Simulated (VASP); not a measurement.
## NaCl: single point with PBE

The system is NaCl.

```
Na Cl
1.0
     3.32708    0.00000    0.00000
     0.00000    3.32708    0.00000
     0.00000    0.00000    3.32708
Na Cl
1 1
Direct
  0.00000 0.00000 0.00000
  0.50000 0.50000 0.50000
```

This cell differs from its parent crystal: strain -0.050 along x and y, -0.050 along z.

- Program: VASP 6.6.1
- Task: single point
- Functional: PBE
- Potentials or basis: VASP PAW PBE potentials, release 64 (Na_pv, Cl)
- Cutoff: 520 eV
- k mesh: 6 × 6 × 6
- Occupations: gaussian, width 0.05 eV
- Spin: no spin polarisation

```
Pressure               : 5.8 GPa
Band gap on the k mesh : 4.56 eV, indirect (least direct gap 5.19 eV)
```

Levels at points of the mesh, in eV from the valence-band top:
| k point | band 5 | band 6 | band 7 | band 8 | band 9 | band 10 |
| --- | --- | --- | --- | --- | --- | --- |
| (0.00, 0.00, 0.00) | -0.63 | -0.63 | -0.63 | 4.56 | 8.35 | 8.35 |
| (0.50, 0.00, 0.00) | -3.69 | -0.34 | -0.34 | 7.44 | 9.68 | 10.41 |
| (0.50, 0.50, 0.00) | -2.85 | -2.85 | 0.00 | 5.48 | 10.19 | 12.10 |
| (0.50, 0.50, 0.50) | -2.37 | -2.37 | -2.37 | 7.08 | 7.08 | 7.08 |

Wall time 15 s on 1 thread of Intel Xeon 8259CL (shared host), peak memory 0.15 GiB.

Caveat: the cell differs from its parent crystal (strain -0.050 along x and y, -0.050 along z). A k mesh can miss the band edges.
